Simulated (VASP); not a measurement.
# K7NaMgCl10 in VASP: further runs

Runs on K7NaMgCl10. Level: PBE. Tasks: single point.

Program: VASP 6.6.1. These are calculated values, not measurements. Logs are shortened: lines on timing, memory, paths and dates and some standing lists are left out, and cuts for length are marked.

## (1) The cell of the first run

The cell holds an amorphous packing of atoms, 19 atoms: a = 8.974 Å, b = 8.844 Å, c = 8.406 Å, α = 92.63°, β = 90.37°, γ = 87.14°.

## (2) Single point, PBE

Input file INCAR:

```
SYSTEM = K7NaMgCl10
PREC = Accurate
ENCUT = 520
EDIFF = 1E-7
ISMEAR = -1
SIGMA = 0.1379
LREAL = Auto
LASPH = .TRUE.
NELM = 60
ALGO = Normal
ISIF = 2
LWAVE = .FALSE.
LCHARG = .FALSE.
GGA = PE
ISYM = 0
NBANDS = 86
```

Input file KPOINTS:

```
regular mesh
0
G
  1 1 1
  0 0 0
```

Input file POSCAR:

```
K7NaMgCl10
1.0
    8.9716240000      0.2219080000     -0.0252420000
    0.2219080000      8.8394450000     -0.1974920000
   -0.0252420000     -0.1974920000      8.4038290000
Mg Cl K Na
1 10 7 1
Direct
    0.4276359031      0.7140838608      0.3320835342
    0.1429207169      0.8879773692      0.9015219171
    0.6943108446      0.1698870943      0.8538206973
    0.6626651659      0.7119583398      0.3004895829
    0.4862612548      0.2250359819      0.1381597618
    0.0398496037      1.0320237170      0.3249338262
    0.3578356069     -0.0016407638      0.3902393122
    0.8873215175      0.6982556573      0.5513247207
    0.9105588324      0.5244949582      0.0175937521
    1.0251791876      0.3226613459      0.5434330717
    0.2871194135      0.5667444267      0.1827328898
    0.1682239245      0.2745844331     -0.0416258426
    0.5321521998      0.4446574912      0.8811307183
    0.7005143143      1.0814734857      0.5301740128
    0.4417266566      0.9060636689      0.0484609326
    0.8461207214      0.3782243282      0.2758091649
    0.3105944362      0.3595579231      0.4323459982
    0.8470046353      0.8843845868      0.0063041468
    0.0849308826     -0.0543786250      0.5781195074
```

Potentials or basis: VASP PAW PBE potentials, release 64 (Mg, Cl, K_sv, Na_pv).

Started as:

```sh
$ cat potpaw_PBE.64/Mg/POTCAR potpaw_PBE.64/Cl/POTCAR potpaw_PBE.64/K_sv/POTCAR potpaw_PBE.64/Na_pv/POTCAR > POTCAR
$ mpirun -np 1 vasp_gam > vasp.out
```

OUTCAR:

```text
SYSTEM = K7NaMgCl10
   PREC = Accurate
   ENCUT = 520
   EDIFF = 1E-7
   ISMEAR = -1
   LREAL = Auto
   LASPH = .TRUE.
   NELM = 60
   ISIF = 2
   GGA = PE
   ISYM = 0

 ion  position               nearest neighbor table
   1  0.428  0.714  0.332-   4 2.13  11 2.20   7 2.59  15 3.00  17 3.50
   2  0.143  0.888  0.902-  18 2.81  15 2.95
   3  0.694  0.170  0.854-  13 2.77  14 2.80  18 3.13
   4  0.663  0.712  0.300-   1 2.13
   5  0.486  0.225  0.138-  15 2.93  13 3.01  17 3.10
   6  0.040  0.032  0.325-  19 2.32
   7  0.358  0.998  0.390-   1 2.59  15 3.04  17 3.21
   8  0.887  0.698  0.551-
   9  0.911  0.524  0.018-  16 2.66  12 3.14  18 3.21
  10  0.025  0.323  0.543-  17 2.77  16 2.80
  11  0.287  0.567  0.183-   1 2.20  17 2.85
  12  0.168  0.275  0.958-   9 3.14  13 3.74
  13  0.532  0.445  0.881-   3 2.77   5 3.01  12 3.74
  14  0.701  0.081  0.530-   3 2.80  16 3.75
  15  0.442  0.906  0.048-   5 2.93   2 2.95   1 3.00   7 3.04  18 3.65
  16  0.846  0.378  0.276-   9 2.66  10 2.80  14 3.75
  17  0.311  0.360  0.432-  10 2.77  11 2.85   5 3.10   7 3.21   1 3.50
  18  0.847  0.884  0.006-   2 2.81   3 3.13   9 3.21  15 3.65
  19  0.085  0.946  0.578-   6 2.32

IMPORTANT INFORMATION: All symmetrisations will be switched off!
NOSYMM: (Re-)initialisation of all symmetry stuff for point group C_1.

----------------------------------------------------------------------------------------

                                     Primitive cell

  volume of cell :     665.6916

  direct lattice vectors                    reciprocal lattice vectors
     8.971624000  0.221908000 -0.025242000     0.111532404 -0.002793924  0.000269344
     0.221908000  8.839445000 -0.197492000    -0.002793924  0.113258692  0.002653215
    -0.025242000 -0.197492000  8.403829000     0.000269344  0.002653215  0.119056538

  length of vectors
     8.974403463  8.844435209  8.406187133     0.111567718  0.113324212  0.119086403

  position of ions in fractional coordinates (direct lattice)
     0.427635903  0.714083861  0.332083534
     0.142920717  0.887977369  0.901521917
     0.694310845  0.169887094  0.853820697
     0.662665166  0.711958340  0.300489583
     0.486261255  0.225035982  0.138159762
     0.039849604  0.032023717  0.324933826
[... 11 lines left out ...]
     0.847004635  0.884384587  0.006304147
     0.084930883  0.945621375  0.578119507

  ion indices of the primitive-cell ions
   primitive index   ion index
                 1           1
                 2           2
                 3           3
                 4           4
                 5           5
                 6           6
[... 11 lines left out ...]
                18          18
                19          19

----------------------------------------------------------------------------------------

 KPOINTS: regular mesh

Automatic generation of k-mesh.
 Grid dimensions read from file:
 generate k-points for:    1    1    1

 Generating k-lattice:

  Cartesian coordinates                     Fractional coordinates (reciprocal lattice)
     0.111532404 -0.002793924  0.000269344     1.000000000  0.000000000 -0.000000000
    -0.002793924  0.113258692  0.002653215    -0.000000000  1.000000000  0.000000000
     0.000269344  0.002653215  0.119056538     0.000000000  0.000000000  1.000000000

  Length of vectors
     0.111567718  0.113324212  0.119086403

  Shift w.r.t. Gamma in fractional coordinates (k-lattice)
     0.000000000  0.000000000  0.000000000

 Subroutine IBZKPT returns following result:
 ===========================================

 Found      1 irreducible k-points:

 Following reciprocal coordinates:
            Coordinates               Weight
  0.000000  0.000000  0.000000      1.000000
   k-points           NKPTS =      1   k-points in BZ     NKDIM =      1   number of bands    NBANDS=     86
   number of dos      NEDOS =    301   number of ions     NIONS =     19
   total plane-waves  NPLWV = 313600
   dimension x,y,z NGX =    70 NGY =   70 NGZ =   64
   dimension x,y,z NGXF=   140 NGYF=  140 NGZF=  128
   ions per type =               1  10   7   1
   NGX,Y,Z   is equivalent  to a cutoff of  12.97, 13.16, 12.66 a.u.
   NGXF,Y,Z  is equivalent  to a cutoff of  25.93, 26.32, 25.31 a.u.
 SYSTEM =  K7NaMgCl10
   PREC   = accura    normal or accurate (medium, high low for compatibility)
   ISTART =      0    job   : 0-new  1-cont  2-samecut
   ICHARG =      2    charge: 1-file 2-atom 10-const
   ISPIN  =      1    spin polarized calculation?
   LNONCOLLINEAR =      F non collinear calculations
   LSORBIT =      F    spin-orbit coupling
   LASPH  =      T    aspherical Exc in radial PAW
   ENCUT  =  520.0 eV  38.22 Ry    6.18 a.u.  16.69 16.44 15.63*2*pi/ulx,y,z
   NELM   =     60;   NELMIN=  2; NELMDL= -5     # of ELM steps
   EDIFF  = 0.1E-06   stopping-criterion for ELM
   LREAL  =      T    real-space projection
   EDIFFG = 0.1E-05   stopping-criterion for IOM
   NSW    =      0    number of steps for IOM
   IBRION =     -1    ionic relax: 0-MD 1-quasi-New 2-CG
   NFREE  =      0    steps in history (QN), initial steepest desc. (CG)
   ISIF   =      2    stress and relaxation
   ISYM   =      0    0-nonsym 1-usesym 2-fastsym
   POTIM  = 0.5000    time-step for ionic-motion
   TEBEG  =    0.0;   TEEND  =   0.0 temperature during run
   PSTRESS=    0.0 pullay stress
   NELECT =     142.0000    total number of electrons
   NUPDOWN=      -1.0000    fix difference up-down
   EMIN   =  10.00;   EMAX   =-10.00  energy-range for DOS
   EFERMI =   0.00;   METHOD = LEGACY
   ISMEAR =    -1;   SIGMA  =   0.14  broadening in eV -4-tet -1-fermi 0-gaus
   EFERMI_NEDOS =   21; number of points for ismear=-14 and -15
   IALGO  =     38    algorithm
   IMIX   =      4    mixing-type and parameters
     AMIX     =   0.40;   BMIX     =  1.00
     AMIX_MAG =   1.60;   BMIX_MAG =  1.00
  volume/ion in A,a.u.               =      35.04       236.44
  Fermi-wavevector in a.u.,A,eV,Ry     =   0.978168  1.848469 13.018215  0.956812
  Thomas-Fermi vector in A             =   2.108922
   LORBIT       =      0    0 simple, 1 ext, 2 COOP (PROOUT), +10 PAW based schemes
   GGA     = PE    functional components
   LHFCALC =     F    Hartree Fock is set to
   AEXX    =    0.0000 exact exchange contribution
   IVDW    =     0    specifies the selected vdW correction
   LEPSILON=     F    determine dielectric tensor
   LRPA    =     F    only Hartree local field effects (RPA)
 non-spin polarized calculation
  energy-cutoff  :      520.00
  volume of cell :      665.69
 maximum number of plane-waves:      8959
 NGX is ok and might be reduce to    70
   NGX = 33   NGY = 33   NGZ = 31

 number of electron     142.0000013 magnetization

 Free energy of the ion-electron system (eV)
  ---------------------------------------------------
  ext. energy  EPLUGINS =         0.00000000
  ---------------------------------------------------
  free energy    TOTEN  =       -55.50841457 eV

  energy without entropy =      -55.42334981  energy(sigma->0) =      -55.46588219

 E-fermi :   0.4432     XC(G=0):  -6.8112

 val. band max:       -0.0382750331   @ k =   0.0000   0.0000   0.0000
 cond. band min:       0.9066831506   @ k =   0.0000   0.0000   0.0000
 fundamental gap:      0.9449581836
 Fermi energy:         0.4431900468

 k-point     1 :       0.0000    0.0000    0.0000
  band No.  band energies     occupation
      1     -30.9789      2.00000
      2     -30.5782      2.00000
      3     -30.4397      2.00000
      4     -30.3854      2.00000
      5     -30.1560      2.00000
      6     -29.5064      2.00000
[... 75 lines left out ...]
     82       4.9953      0.00000
     83       5.1366      0.00000
 [bands above 83 left out]

------------------------ aborting loop because EDIFF is reached ----------------------------------------

  FORCE on cell =-STRESS in cart. coord.  units (eV):
  Direction    XX          YY          ZZ          XY          YZ          ZX
  --------------------------------------------------------------------------------------
  -------------------------------------------------------------------------------------
  Total        9.1225041      3.1052828     13.4562021      0.2122027     -2.4390876     -2.2745715
  in kB       21.9559175      7.4737521     32.3862024      0.5107267     -5.8703625     -5.4744074
  external PRESSURE =      20.6052907 kB  Pullay stress =       0.0000000 kB

 VOLUME and BASIS-vectors are now :
 -----------------------------------------------------------------------------
  energy-cutoff  :      520.00
  volume of cell :      665.69
      direct lattice vectors                 reciprocal lattice vectors
     8.971624000  0.221908000 -0.025242000     0.111532404 -0.002793924  0.000269344
     0.221908000  8.839445000 -0.197492000    -0.002793924  0.113258692  0.002653215
    -0.025242000 -0.197492000  8.403829000     0.000269344  0.002653215  0.119056538

 POSITION                                       TOTAL-FORCE (eV/Angst)
 -----------------------------------------------------------------------------------
      3.98667      6.34142      2.63895        -1.142158      1.605676      0.801812
      1.45652      7.70290      7.39726         0.793797      0.450255     -0.628331
      6.24524      1.48716      7.12429         0.367098     -0.643687     -0.419282
      6.09559      6.38102      2.36793         0.492999      0.041319     -0.826242
      4.40900      2.06981      1.10435        -0.253427      0.462071      0.483807
      0.35642      0.22774      2.72336        -1.730333      0.312493     -2.195885
[... 11 lines left out ...]
      7.79510      8.00418     -0.14306         0.229511     -0.293282      0.302864
      0.95722      8.26344      4.66952         0.021248     -0.686791      1.141803
 -----------------------------------------------------------------------------------
    total drift:                                0.000082     -0.002339      0.000099

  FREE ENERGIE OF THE ION-ELECTRON SYSTEM (eV)
  ---------------------------------------------------
  free  energy   TOTEN  =       -55.5084145747 eV

  energy  without entropy=      -55.4233498134  energy(sigma->0) =      -55.46588219
```

Wall time 97 s (1 thread of Intel Xeon Platinum 8488C (Sapphire Rapids), shared host); peak memory 0.62 GiB.

Results:

```
Free energy            : -55.5084 eV
Pressure               : 2.1 GPa
Largest force          : 2.813 eV/Å
Band gap on the k mesh : 0.94 eV
```

Forces on the atoms (eV/Å):
```
Mg  -1.142  1.606  0.802
Cl   0.794  0.450 -0.628
Cl   0.367 -0.644 -0.419
Cl   0.493  0.041 -0.826
Cl  -0.253  0.462  0.484
Cl  -1.730  0.312 -2.196
Cl   1.199 -1.539  0.766
Cl   0.351  0.579  0.783
Cl   0.078  0.295 -0.885
Cl   0.258 -0.007  1.312
Cl  -0.339  0.240 -0.486
K   -0.616 -0.142 -0.022
K    0.504  0.366  0.429
K    0.391 -0.563 -0.605
K   -0.146  0.440 -0.447
K   -0.374 -0.191  0.502
K   -0.085 -0.727 -0.009
K    0.230 -0.293  0.303
Na   0.021 -0.687  1.142
```

Levels at points of the mesh, in eV from the valence-band top:
| k point | band 69 | band 70 | band 71 | band 72 | band 73 | band 74 |
| --- | --- | --- | --- | --- | --- | --- |
| (0.00, 0.00, 0.00) | -0.60 | -0.31 | 0.00 | 0.94 | 2.51 | 3.10 |

Caveat: the k points lie up to 0.75 Å⁻¹ apart.

## (3) Single point, PBE

Input file INCAR:

```
SYSTEM = K7NaMgCl10
PREC     = Accurate       ! precision mode
ENCUT    = 520            ! plane-wave cutoff, eV
EDIFF    = 1E-7           ! SCF threshold, eV
ISMEAR   = -1             ! smearing method
SIGMA    = 0.1379         ! smearing width, eV
LREAL    = Auto         
LASPH    = .TRUE.         ! aspherical terms in the spheres
NELM     = 100            ! most SCF steps
ALGO     = Normal         ! electronic algorithm
ISIF     = 2              ! what is computed and relaxed
LWAVE    = .FALSE.        ! write WAVECAR
LCHARG   = .FALSE.        ! write CHGCAR
GGA      = PE             ! functional
NBANDS   = 86             ! bands
ISYM     = 0
```

Input file KPOINTS:

```
Automatic mesh
0
G
  1 1 1
  0 0 0
```

Input file POSCAR:

```
K7NaMgCl10
1.0
    8.9716240000      0.2219080000     -0.0252420000
    0.2219080000      8.8394450000     -0.1974920000
   -0.0252420000     -0.1974920000      8.4038290000
Mg Cl K Na
1 10 7 1
Direct
    0.4125975529      0.7151003923      0.2881548868
    0.2367840081      0.9517610463      0.7858125260
    0.7261589213      0.0776273910      0.7315563527
    0.6543116890      0.6944072361      0.2709758861
    0.4693705422      0.2302266997      0.1644943969
    0.0176835053      1.1218606341      0.2586407776
    0.3826876048     -0.0724800172      0.4473260435
    0.8717856165      0.7470876539      0.6099154858
    0.8639721898      0.5329267854     -0.0320754786
    1.0847889347      0.4012769028      0.6076775504
    0.2611581123      0.6186437478      0.0761978075
    0.1297025393      0.3165824948     -0.0465255229
    0.5751102720      0.3709383347      0.8739522528
    0.7364470691      1.0204067118      0.4049050212
    0.4427629915      0.9298389344      0.0309317306
    0.8397520648      0.4017918457      0.3274543898
    0.3062722182      0.3645864179      0.3957620775
    0.9572395856      0.8936932448     -0.0712970352
    0.0274098279     -0.0004083171      0.5709556013
```

Potentials or basis: VASP PAW PBE potentials, release 64 (Mg, Cl, K_sv, Na_pv).

Started as:

```sh
$ cat potpaw_PBE.64/Mg/POTCAR potpaw_PBE.64/Cl/POTCAR potpaw_PBE.64/K_sv/POTCAR potpaw_PBE.64/Na_pv/POTCAR > POTCAR
$ mpirun -np 1 vasp_gam > vasp.out
```

OUTCAR:

```text
SYSTEM = K7NaMgCl10
   PREC = Accurate
   ENCUT = 520
   EDIFF = 1E-7
   ISMEAR = -1
   LREAL = Auto
   LASPH = .TRUE.
   NELM = 100
   ISIF = 2
   GGA = PE
   ISYM = 0

 ion  position               nearest neighbor table
   1  0.413  0.715  0.288-   4 2.17   7 2.26  11 2.39  15 2.97  17 3.45
   2  0.237  0.952  0.786-  19 2.63  15 2.77  18 2.87
   3  0.726  0.078  0.732-  14 2.77  13 3.06  18 3.09
   4  0.654  0.694  0.271-   1 2.17  16 3.06  14 3.17
   5  0.469  0.230  0.164-  17 2.64  15 2.86  13 2.97
   6  0.018  0.122  0.259-  16 2.92  14 3.01
   7  0.383  0.928  0.447-   1 2.26
[... 268 lines left out ...]
  Total        7.2643615      3.7404974      7.7193563     -3.2711815      0.9898361     -4.5803206
  in kB       17.4837656      9.0025778     18.5788407     -7.8730347      2.3823238    -11.0238527
  external PRESSURE =      15.0217280 kB  Pullay stress =       0.0000000 kB

 VOLUME and BASIS-vectors are now :
 -----------------------------------------------------------------------------
  energy-cutoff  :      520.00
  volume of cell :      665.69
      direct lattice vectors                 reciprocal lattice vectors
     8.971624000  0.221908000 -0.025242000     0.111532404 -0.002793924  0.000269344
     0.221908000  8.839445000 -0.197492000    -0.002793924  0.113258692  0.002653215
    -0.025242000 -0.197492000  8.403829000     0.000269344  0.002653215  0.119056538

 POSITION                                       TOTAL-FORCE (eV/Angst)
 -----------------------------------------------------------------------------------
      3.85308      6.35574      2.26996        -1.081848      0.135695      0.128528
      2.31571      8.31039      6.40989        -0.236191      0.505616      0.256601
      6.51358      0.70285      6.11421        -0.153033      0.851043      0.688728
      6.01749      6.22986      2.12358         0.508652     -0.246205     -0.375865
      4.25795      2.10675      1.32507         0.890151     -0.118759     -0.612783
      0.17916      1.03002      2.14906         0.084386     -0.230315     -0.212575
[... 11 lines left out ...]
      8.76287      7.92876      7.60400        -0.370953     -0.651209      0.263985
      0.45332      8.72916      4.60011         0.419963     -0.064186     -0.024755
 -----------------------------------------------------------------------------------
    total drift:                               -0.008408     -0.006182      0.013215

  FREE ENERGIE OF THE ION-ELECTRON SYSTEM (eV)
  ---------------------------------------------------
  free  energy   TOTEN  =       -58.2908163494 eV

  energy  without entropy=      -58.2863041638  energy(sigma->0) =      -58.28856026
```

OSZICAR:

```text
N       E                     dE             d eps       ncg     rms          rms(c)
DAV:   1     0.155754020641E+04    0.15575E+04   -0.71599E+04   180   0.154E+03
DAV:   2     0.119600810232E+03   -0.14379E+04   -0.13851E+04   226   0.405E+02
DAV:   3    -0.573070896543E+02   -0.17691E+03   -0.17632E+03   224   0.130E+02
[... 12 lines left out ...]
DAV:  16    -0.582908149228E+02   -0.31547E-05   -0.23652E-05   240   0.159E-02    0.109E-02
DAV:  17    -0.582908156111E+02   -0.68826E-06   -0.27719E-06   224   0.556E-03    0.578E-03
DAV:  18    -0.582908161647E+02   -0.55363E-06   -0.11029E-06   184   0.387E-03    0.211E-03
DAV:  19    -0.582908162756E+02   -0.11089E-06   -0.31038E-07   176   0.204E-03    0.123E-03
DAV:  20    -0.582908163494E+02   -0.73831E-07   -0.84614E-08   128   0.122E-03
   1 F= -.58290816E+02 E0= -.58288560E+02  d E =-.451219E-02
```

stdout:

```text
POSCAR found type information on POSCAR MgClK Na
 POSCAR found :  4 types and      19 ions
 scaLAPACK will be used
 LDA part: xc-table for (Slater+PW92), standard interpolation
 POSCAR, INCAR and KPOINTS ok, starting setup
 FFT: planning ... GRIDC
 FFT: planning ... GRID_SOFT
 FFT: planning ... GRID
 WAVECAR not read
 entering main loop
```

It took 1.8 min on 1 thread of Intel Xeon Platinum 8488C (Sapphire Rapids), shared host; peak memory 0.61 GiB.

Results:

```yaml
Free_energy: -58.2908 eV
Pressure: 1.5 GPa
Largest_force: 1.105 eV/Å
Band_gap_on_the_k_mesh: 1.92 eV
```

Forces in eV/Å, atoms in the order of the input:
```
Mg  -1.082  0.136  0.129
Cl  -0.236  0.506  0.257
Cl  -0.153  0.851  0.689
Cl   0.509 -0.246 -0.376
Cl   0.890 -0.119 -0.613
Cl   0.084 -0.230 -0.213
Cl  -0.196 -0.067 -0.584
Cl   0.240  0.197 -0.558
Cl  -0.180 -0.333  0.394
Cl  -0.260 -0.354  0.383
Cl   0.602  0.276  0.840
K   -0.223 -0.108 -0.278
K    0.473  0.219 -0.031
K   -0.654 -0.658 -0.333
K    0.369 -0.006 -0.452
K    0.143  0.704  0.119
K   -0.373 -0.051  0.387
K   -0.371 -0.651  0.264
Na   0.420 -0.064 -0.025
```

Stress tensor (GPa, compression positive):
```
 1.75 -0.79 -1.10
-0.79  0.90  0.24
-1.10  0.24  1.86
```

Caveat: the k points lie up to 0.75 Å⁻¹ apart.
